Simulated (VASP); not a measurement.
# Ti3Al (P-6m2) in VASP: a series of runs

Runs on Ti3Al. Level: PBEsol. Tasks: single point.

Everything below comes from runs of VASP 6.6.1. Logs are shortened: lines on timing, memory, paths and dates and some standing lists are left out, and cuts for length are marked.

### 1 The cell of the first run

Symmetry: P-6m2, No. 187, hexagonal system. Conventional cell: a = 2.846 Å, b = 2.846 Å, c = 9.460 Å, α = 90.00°, β = 90.00°, γ = 120.00°. Ti (site symmetry -6m2) has 12 Ti at 2.85 to 2.96 Å within 3.7 Å. Within 3.7 Å of Ti (site symmetry 3m) lie 3 Al at 2.80 Å and 9 Ti at 2.85 to 2.96 Å. Within 3.7 Å of Al (site symmetry -6m2) lie 6 Ti at 2.80 Å and 6 Al at 2.85 Å.

### 2 Single point, PBEsol

INCAR

```
SYSTEM = Ti3Al
PREC = Accurate ; ENCUT = 520
EDIFF = 1E-6 ; ISMEAR = 0
SIGMA = 0.15 ; LREAL = .False.
LASPH = .True. ; NELM = 80
ALGO = Fast ; ISIF = 2
LWAVE = .False. ; LCHARG = .False.
GGA = PS ; NBANDS = 28
```

KPOINTS

```
Automatic mesh
0
Gamma
  15 15 6
  0 0 0
```

POSCAR

```
Ti3Al
1.0
    2.8457574275      0.0000000000      0.0000000000
   -1.4228787137      2.4644982252      0.0000000000
    0.0000000000      0.0000000000      9.4604359920
Ti Al
3 1
Direct
    0.6666666667      0.3333333333      0.0000000000
    0.3333333333      0.6666666667      0.7402302947
    0.3333333333      0.6666666667      0.2597697053
    0.6666666667      0.3333333333      0.5000000000
```

Potentials or basis: VASP PAW PBE potentials, release 64 (Ti_sv, Al).

Command:

```console
$ cat potpaw_PBE.64/Ti_sv/POTCAR potpaw_PBE.64/Al/POTCAR > POTCAR
$ mpirun -np 1 vasp_std > vasp.out
```

OUTCAR:

```text
SYSTEM = Ti3Al
   PREC = Accurate
   ENCUT = 520
   EDIFF = 1E-6
   ISMEAR = 0
   LREAL = .False.
   LASPH = .True.
   NELM = 80
   ISIF = 2
   GGA = PS

 ion  position               nearest neighbor table
   1  0.667  0.333  0.000-
   2  0.333  0.667  0.740-   4 2.80   4 2.80   4 2.80
   3  0.333  0.667  0.260-   4 2.80   4 2.80   4 2.80
   4  0.667  0.333  0.500-   2 2.80   3 2.80   2 2.80   3 2.80   2 2.80   3 2.80

  LATTYP: Found a hexagonal cell.
 ALAT       =     2.8457574275
 C/A-ratio  =     3.3244000000

  Lattice vectors:

 A1 = (   2.8457574275,   0.0000000000,   0.0000000000)
 A2 = (  -1.4228787137,   2.4644982252,   0.0000000000)
 A3 = (   0.0000000000,   0.0000000000,   9.4604359920)

Analysis of symmetry for initial positions (statically):
=====================================================================
 Subroutine PRICEL returns:
 Original cell was already a primitive cell.

 Routine SETGRP: Setting up the symmetry group for a
 hexagonal supercell.

 Subroutine GETGRP returns: Found 12 space group operations
 (whereof 12 operations were pure point group operations)
 out of a pool of 24 trial point group operations.

The static configuration has the point symmetry D_3h.

Analysis of symmetry for dynamics (positions and initial velocities):
=====================================================================
 Subroutine PRICEL returns:
 Original cell was already a primitive cell.

 Routine SETGRP: Setting up the symmetry group for a
 hexagonal supercell.

 Subroutine GETGRP returns: Found 12 space group operations
 (whereof 12 operations were pure point group operations)
 out of a pool of 24 trial point group operations.

The dynamic configuration has the point symmetry D_3h.

 Subroutine INISYM returns: Found 12 space group operations
 (whereof 12 operations are pure point group operations),
 and found     1 'primitive' translations

----------------------------------------------------------------------------------------

                                     Primitive cell

  volume of cell :      66.3495

  direct lattice vectors                    reciprocal lattice vectors
     2.845757428  0.000000000  0.000000000     0.351400295  0.202881055  0.000000000
    -1.422878714  2.464498225  0.000000000     0.000000000  0.405762110  0.000000000
     0.000000000  0.000000000  9.460435992     0.000000000  0.000000000  0.105703374

  length of vectors
     2.845757428  2.845757427  9.460435992     0.405762110  0.405762110  0.105703374

  position of ions in fractional coordinates (direct lattice)
     0.666666667  0.333333333  0.000000000
     0.333333333  0.666666667  0.740230295
     0.333333333  0.666666667  0.259769705
     0.666666667  0.333333333  0.500000000

  ion indices of the primitive-cell ions
   primitive index   ion index
                 1           1
                 2           2
                 3           3
                 4           4

----------------------------------------------------------------------------------------

 KPOINTS: Automatic mesh

Automatic generation of k-mesh.
 Grid dimensions read from file:
 generate k-points for:   15   15    6

 Generating k-lattice:

  Cartesian coordinates                     Fractional coordinates (reciprocal lattice)
     0.023426686  0.013525404  0.000000000     0.066666667 -0.000000000  0.000000000
     0.000000000  0.027050807  0.000000000     0.000000000  0.066666667  0.000000000
     0.000000000  0.000000000  0.017617229     0.000000000  0.000000000  0.166666667

  Length of vectors
     0.027050807  0.027050807  0.017617229

  Shift w.r.t. Gamma in fractional coordinates (k-lattice)
     0.000000000  0.000000000  0.000000000

 Subroutine IBZKPT returns following result:
 ===========================================

 Found    108 irreducible k-points:

 Following reciprocal coordinates:
            Coordinates               Weight
  0.000000  0.000000  0.000000      1.000000
  0.066667  0.000000  0.000000      6.000000
  0.133333  0.000000  0.000000      6.000000
  0.200000  0.000000  0.000000      6.000000
  0.266667  0.000000  0.000000      6.000000
  0.333333  0.000000  0.000000      6.000000
[... 16 lines left out ...]
  0.333333  0.200000  0.000000     12.000000
  0.400000  0.200000  0.000000      6.000000
 [... further k-points ...]
   k-points           NKPTS =    108   k-points in BZ     NKDIM =    108   number of bands    NBANDS=     28
   number of dos      NEDOS =    301   number of ions     NIONS =      4
   total plane-waves  NPLWV =  40320
   dimension x,y,z NGX =    24 NGY =   24 NGZ =   70
   dimension x,y,z NGXF=    48 NGYF=   48 NGZF=  140
   ions per type =               3   1
   NGX,Y,Z   is equivalent  to a cutoff of  14.02, 14.02, 12.30 a.u.
   NGXF,Y,Z  is equivalent  to a cutoff of  28.04, 28.04, 24.60 a.u.
 SYSTEM =  Ti3Al
   PREC   = accura    normal or accurate (medium, high low for compatibility)
   ISTART =      0    job   : 0-new  1-cont  2-samecut
   ICHARG =      2    charge: 1-file 2-atom 10-const
   ISPIN  =      1    spin polarized calculation?
   LNONCOLLINEAR =      F non collinear calculations
   LSORBIT =      F    spin-orbit coupling
   LASPH  =      T    aspherical Exc in radial PAW
   ENCUT  =  520.0 eV  38.22 Ry    6.18 a.u.   5.29  5.29 17.59*2*pi/ulx,y,z
   NELM   =     80;   NELMIN=  2; NELMDL= -5     # of ELM steps
   EDIFF  = 0.1E-05   stopping-criterion for ELM
   LREAL  =      F    real-space projection
   EDIFFG = 0.1E-04   stopping-criterion for IOM
   NSW    =      0    number of steps for IOM
   IBRION =     -1    ionic relax: 0-MD 1-quasi-New 2-CG
   NFREE  =      0    steps in history (QN), initial steepest desc. (CG)
   ISIF   =      2    stress and relaxation
   ISYM   =      2    0-nonsym 1-usesym 2-fastsym
   POTIM  = 0.5000    time-step for ionic-motion
   TEBEG  =    0.0;   TEEND  =   0.0 temperature during run
   PSTRESS=    0.0 pullay stress
   NELECT =      39.0000    total number of electrons
   NUPDOWN=      -1.0000    fix difference up-down
   EMIN   =  10.00;   EMAX   =-10.00  energy-range for DOS
   EFERMI =   0.00;   METHOD = LEGACY
   ISMEAR =     0;   SIGMA  =   0.15  broadening in eV -4-tet -1-fermi 0-gaus
   EFERMI_NEDOS =   21; number of points for ismear=-14 and -15
   IALGO  =     68    algorithm
   IMIX   =      4    mixing-type and parameters
     AMIX     =   0.40;   BMIX     =  1.00
     AMIX_MAG =   1.60;   BMIX_MAG =  1.00
  volume/ion in A,a.u.               =      16.59       111.94
  Fermi-wavevector in a.u.,A,eV,Ry     =   1.371357  2.591489 25.587388  1.880620
  Thomas-Fermi vector in A             =   2.497061
   LORBIT       =      0    0 simple, 1 ext, 2 COOP (PROOUT), +10 PAW based schemes
   GGA     = PS    functional components
   LHFCALC =     F    Hartree Fock is set to
   AEXX    =    0.0000 exact exchange contribution
   IVDW    =     0    specifies the selected vdW correction
   LEPSILON=     F    determine dielectric tensor
   LRPA    =     F    only Hartree local field effects (RPA)
 non-spin polarized calculation
 RMM-DIIS sequential band-by-band and
 Gauss-broadening in eV      SIGMA  =   0.15
  energy-cutoff  :      520.00
  volume of cell :       66.35
 maximum number of plane-waves:      1813
 NGX is ok and might be reduce to    24

 number of electron      39.0000007 magnetization

 Free energy of the ion-electron system (eV)
  ---------------------------------------------------
  ext. energy  EPLUGINS =         0.00000000
  ---------------------------------------------------
  free energy    TOTEN  =       -29.54132167 eV

  energy without entropy =      -29.48853514  energy(sigma->0) =      -29.51492841

 E-fermi :   8.1958     XC(G=0): -11.4555

 val. band max:        8.1910187979   @ k =   0.4000   0.2000   0.0000
 cond. band min:       8.1989478059   @ k =   0.2667   0.0000   0.5000
 fundamental gap:      0.0079290080
 Fermi energy:         8.1958212173

 k-point     1 :       0.0000    0.0000    0.0000
  band No.  band energies     occupation
      1     -48.2540      2.00000
      2     -48.1381      2.00000
      3     -48.1268      2.00000
      4     -24.8057      2.00000
      5     -24.5463      2.00000
      6     -24.3668      2.00000
[... 20 lines left out ...]
     27      10.6160      0.00000
     28      11.0448      0.00000

 k-point     2 :       0.0667    0.0000    0.0000
  band No.  band energies     occupation
      1     -48.2491      2.00000
      2     -48.1336      2.00000
      3     -48.1227      2.00000
      4     -24.7979      2.00000
      5     -24.5439      2.00000
      6     -24.3678      2.00000
[... 20 lines left out ...]
     27      10.5617      0.00000
     28      10.9646      0.00000

 k-point     3 :       0.1333    0.0000    0.0000
  band No.  band energies     occupation
      1     -48.2352      2.00000
      2     -48.1207      2.00000
      3     -48.1110      2.00000
      4     -24.7757      2.00000
      5     -24.5397      2.00000
      6     -24.3729      2.00000
[... 20 lines left out ...]
     27      10.4346      0.00000
     28      10.7904      0.00000

 k-point     4 :       0.2000    0.0000    0.0000
  band No.  band energies     occupation
      1     -48.2146      2.00000
      2     -48.1018      2.00000
      3     -48.0937      2.00000
      4     -24.7432      2.00000
      5     -24.5513      2.00000
      6     -24.4015      2.00000
[... 578 lines left out ...]
     27      10.9442      0.00000
     28      11.3170      0.00000

 k-point    23 :       0.3333    0.2000    0.0000
  band No.  band energies     occupation
      1     -48.1339      2.00000
      2     -48.0276      2.00000
      3     -48.0268      2.00000
      4     -24.7862      2.00000
      5     -24.7153      2.00000
      6     -24.6575      2.00000
[... 20 lines left out ...]
     27      11.0398      0.00000
     28      11.3519      0.00000

 k-point    24 :       0.4000    0.2000    0.0000
  band No.  band energies     occupation
      1     -48.1298      2.00000
      2     -48.0239      2.00000
      3     -48.0234      2.00000
      4     -24.7987      2.00000
      5     -24.7230      2.00000
      6     -24.6671      2.00000
[... 20 lines left out ...]
     27      11.0580      0.00000
     28      11.5198      0.00000

 [... further k-points ...]

------------------------ aborting loop because EDIFF is reached ----------------------------------------

  FORCE on cell =-STRESS in cart. coord.  units (eV):
  Direction    XX          YY          ZZ          XY          YZ          ZX
  --------------------------------------------------------------------------------------
  -------------------------------------------------------------------------------------
  Total        0.4383192      0.4383192     -1.4124717      0.0000000     -0.0000000      0.0000000
  in kB       10.5843341     10.5843341    -34.1077296      0.0000000     -0.0000000      0.0000000
  external PRESSURE =      -4.3130205 kB  Pullay stress =       0.0000000 kB

 VOLUME and BASIS-vectors are now :
 -----------------------------------------------------------------------------
  energy-cutoff  :      520.00
  volume of cell :       66.35
      direct lattice vectors                 reciprocal lattice vectors
     2.845757428  0.000000000  0.000000000     0.351400295  0.202881055  0.000000000
    -1.422878714  2.464498225  0.000000000     0.000000000  0.405762110  0.000000000
     0.000000000  0.000000000  9.460435992     0.000000000  0.000000000  0.105703374

 POSITION                                       TOTAL-FORCE (eV/Angst)
 -----------------------------------------------------------------------------------
      1.42288      0.82150      0.00000        -0.000000     -0.000000      0.000000
     -0.00000      1.64300      7.00290         0.000000      0.000000      0.554863
     -0.00000      1.64300      2.45753         0.000000      0.000000     -0.554863
      1.42288      0.82150      4.73022        -0.000000      0.000000      0.000000
 -----------------------------------------------------------------------------------
    total drift:                                0.000000     -0.000000      0.000000

  FREE ENERGIE OF THE ION-ELECTRON SYSTEM (eV)
  ---------------------------------------------------
  free  energy   TOTEN  =       -29.5413216730 eV

  energy  without entropy=      -29.4885351441  energy(sigma->0) =      -29.51492841
```

It took 15 min on 1 thread of Intel Xeon 8259CL, shared host; peak memory 0.31 GiB.

What came out:

| Property | Result |
| --- | --- |
| Free energy | -29.5413 eV |
| Pressure | -0.4 GPa |
| Largest force | 0.555 eV/Å |
| Band gap on the k mesh | zero (an odd number of electrons rules out a gap without spin polarisation) |

Forces in eV/Å, atoms in the order of the input:
```
Ti   0.000  0.000  0.000
Ti   0.000  0.000  0.555
Ti   0.000  0.000 -0.555
Al   0.000  0.000  0.000
```

Stress tensor (GPa, compression positive):
```
 1.06  0.00  0.00
 0.00  1.06  0.00
 0.00  0.00 -3.41
```

Caveat: the PAW data sets were made with another functional, which shifts forces and pressure a little.

### 3 Single point, PBEsol

This run uses another cell than the first one, of the same volume but with other edges.

INCAR

```
ALGO = Fast
EDIFF = 1E-7
ENCUT = 520
GGA = PS
ISIF = 2
ISMEAR = 0
LASPH = True
LCHARG = False
LREAL = False
LWAVE = False
NBANDS = 28
NELM = 80
PREC = Accurate
SIGMA = 0.15
```

KPOINTS

```
k-points
0
Gamma
  15 15 6
```

POSCAR

```
Ti3Al
1.0
    2.9488768782      0.0000000000      0.0000000000
   -1.4744384391      2.5538022892      0.0000000000
    0.0000000000      0.0000000000      8.8103594491
Ti Al
3 1
Direct
    0.6666666667      0.3333333333      0.0000000000
    0.3333333333      0.6666666667      0.7402302947
    0.3333333333      0.6666666667      0.2597697053
    0.6666666667      0.3333333333      0.5000000000
```

Potentials or basis: VASP PAW PBE potentials, release 64 (Ti_sv, Al).

Command:

```console
$ cat potpaw_PBE.64/Ti_sv/POTCAR potpaw_PBE.64/Al/POTCAR > POTCAR
$ mpirun -np 1 vasp_std > vasp.out
```

Wall time 23 min (1 thread of Intel Xeon 8259CL, shared host); peak memory 0.31 GiB.

It converged, with:

```
Free energy            : -29.4642 eV
Pressure               : 0.8 GPa
Largest force          : 0.998 eV/Å
Band gap on the k mesh : zero (an odd number of electrons rules out a gap without spin polarisation)
```

Forces in eV/Å, atoms in the order of the input:
```
Ti   0.000  0.000  0.000
Ti   0.000  0.000  0.998
Ti   0.000  0.000 -0.998
Al   0.000  0.000  0.000
```

Stress tensor (GPa, compression positive):
```
-2.54  0.00  0.00
 0.00 -2.54  0.00
 0.00  0.00  7.50
```

Levels at points of the mesh, in eV from the Fermi level:
| k point | band 17 | band 18 | band 19 | band 20 | band 21 | band 22 | band 23 | band 24 |
| --- | --- | --- | --- | --- | --- | --- | --- | --- |
| (0.00, 0.00, 0.00) | -0.02 | 0.59 | 0.80 | 0.81 | 0.81 | 0.92 | 0.92 | 1.24 |
| (0.00, 0.00, 0.50) | -0.39 | 0.52 | 0.82 | 0.82 | 0.90 | 0.91 | 0.91 | 1.27 |

Caveat: the stress differs along the axes, from -3 to 7 GPa; the PAW data sets were made with another functional, which shifts forces and pressure a little.

### 4 Single point, PBEsol

This run uses another cell than the first one, of the same volume but with other edges.

INCAR

```
PREC     = Accurate       # precision mode
ENCUT    = 520            # plane-wave cutoff, eV
EDIFF    = 1E-6           # SCF threshold, eV
ISMEAR   = 0              # smearing method
SIGMA    = 0.15           # smearing width, eV
LREAL    = False          # projectors in reciprocal space
LASPH    = True           # aspherical terms in the spheres
NELM     = 100            # most SCF steps
ALGO     = Fast           # electronic algorithm
ISIF     = 2              # what is computed and relaxed
LWAVE    = False          # write WAVECAR
LCHARG   = False          # write CHGCAR
GGA      = PS             # functional
NBANDS   = 28             # bands
```

KPOINTS

```
Automatic mesh
0
Gamma
  15 15 6
```

POSCAR

```
Ti3Al
1.0
    2.8954756449      0.0000000000      0.0000000000
   -1.4477378224      2.5075554645      0.0000000000
    0.0000000000      0.0000000000      9.1383350122
Ti Al
3 1
Direct
    0.6666666667      0.3333333333      0.0000000000
    0.3333333333      0.6666666667      0.7402302947
    0.3333333333      0.6666666667      0.2597697053
    0.6666666667      0.3333333333      0.5000000000
```

Command:

```console
$ cat potpaw_PBE.64/Ti_sv/POTCAR potpaw_PBE.64/Al/POTCAR > POTCAR
$ mpirun -np 1 vasp_std > vasp.out
```

Wall time 18 min (1 thread of Intel Xeon 8259CL, shared host); peak memory 0.32 GiB.

Results (log left out):

| Property | Result |
| --- | --- |
| Free energy | -29.5577 eV |
| Pressure | 0.1 GPa |
| Largest force | 0.817 eV/Å |
| Band gap on the k mesh | zero (an odd number of electrons rules out a gap without spin polarisation) |

Forces in eV/Å, atoms in the order of the input:
```
Ti   0.000  0.000  0.000
Ti   0.000  0.000  0.817
Ti   0.000  0.000 -0.817
Al   0.000  0.000  0.000
```

Stress tensor (GPa, compression positive):
```
-0.66  0.00  0.00
 0.00 -0.66  0.00
 0.00  0.00  1.61
```

Levels at points of the mesh, in eV from the Fermi level:
| k point | band 16 | band 17 | band 18 | band 19 | band 20 | band 21 | band 22 | band 23 | band 24 | band 25 |
| --- | --- | --- | --- | --- | --- | --- | --- | --- | --- | --- |
| (0.00, 0.00, 0.00) | -2.43 | -0.47 | 0.25 | 0.51 | 0.93 | 0.93 | 1.05 | 1.05 | 1.28 | 1.28 |
| (0.00, 0.00, 0.50) | -3.10 | -0.72 | 0.23 | 0.58 | 0.93 | 0.93 | 1.03 | 1.03 | 1.29 | 1.29 |

Caveat: the PAW data sets were made with another functional, which shifts forces and pressure a little.

### 5 Overview

| cell | further INCAR settings | gap on the mesh (eV) | pressure (GPa) | largest force (eV/Å) |
| --- | --- | --- | --- | --- |
| a = 2.846, b = 2.846, c = 9.460 Å, angles 90.0, 90.0, 120.0°, 4 atoms | ALGO = Fast; EDIFF = 1e-06; NBANDS = 28 | none | -0.4 | 0.55 |
| a = 2.949, b = 2.949, c = 8.810 Å, angles 90.0, 90.0, 120.0°, 4 atoms | ALGO = Fast; EDIFF = 1e-07; NBANDS = 28 | none | 0.8 | 1.00 |
| a = 2.895, b = 2.895, c = 9.138 Å, angles 90.0, 90.0, 120.0°, 4 atoms | ALGO = Fast; EDIFF = 1e-06; NBANDS = 28 | none | 0.1 | 0.82 |

Alike in all rows: task single point; level PBEsol; potentials or basis VASP PAW PBE potentials, release 64 (Ti_sv, Al); no spin polarisation; k mesh 15 × 15 × 6; cutoff (eV) 520; smearing gaussian 0.15 eV.

Caveats: the PAW data sets were made with another functional, which shifts forces and pressure a little; the stress differs along the axes, from -3 to 7 GPa (at least some runs).

Absolute energies hang on the potentials; compare differences alone.
